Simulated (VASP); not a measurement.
Input of a VASP 6.6.1 run:

The input INCAR:

```
SYSTEM = MgO
PREC = Accurate
ENCUT = 520
EDIFF = 1E-6
ISMEAR = 0
SIGMA = 0.05
LREAL = .False.
LASPH = .True.
NELM = 100
ALGO = Normal
ISIF = 2
LWAVE = .False.
LCHARG = .False.
GGA = PE
NBANDS = 16
```

KPOINTS

```
Automatic mesh
0
Gamma
  9 9 6
  0 0 0
```

POSCAR

```
MgO
1.0
    3.3152854007      0.0000000000      0.0000000000
   -1.6576427004      2.8711213778      0.0000000000
    0.0000000000      0.0000000000      5.1215474231
Mg O
2 2
Direct
    0.3025778424      0.6276575182      0.0063188067
    0.6974221576      0.3723424818      0.5063188067
    0.3617497915      0.7027090708      0.3982811933
    0.6382502085      0.2972909292      0.8982811933
```

Potentials or basis: VASP PAW PBE potentials, release 64 (Mg, O).

Launch:

```console
$ cat potpaw_PBE.64/Mg/POTCAR potpaw_PBE.64/O/POTCAR > POTCAR
$ mpirun -np 1 vasp_std > vasp.out
```

Predict the pressure.

-0.7 GPa.

Estimate the largest force.

0.351 eV/Å.

Estimate the band gap on the k mesh.

3.30 eV, direct.

Stress tensor (GPa, compression positive):
```
-0.56 -0.23  0.00
-0.23 -1.17  0.00
 0.00  0.00 -0.32
```

Caveat: the cell differs from its parent crystal (mode 4 frozen in at -0.037 Å and mode 5 at -0.112 Å (largest displacements)). A k mesh can miss the band edges.
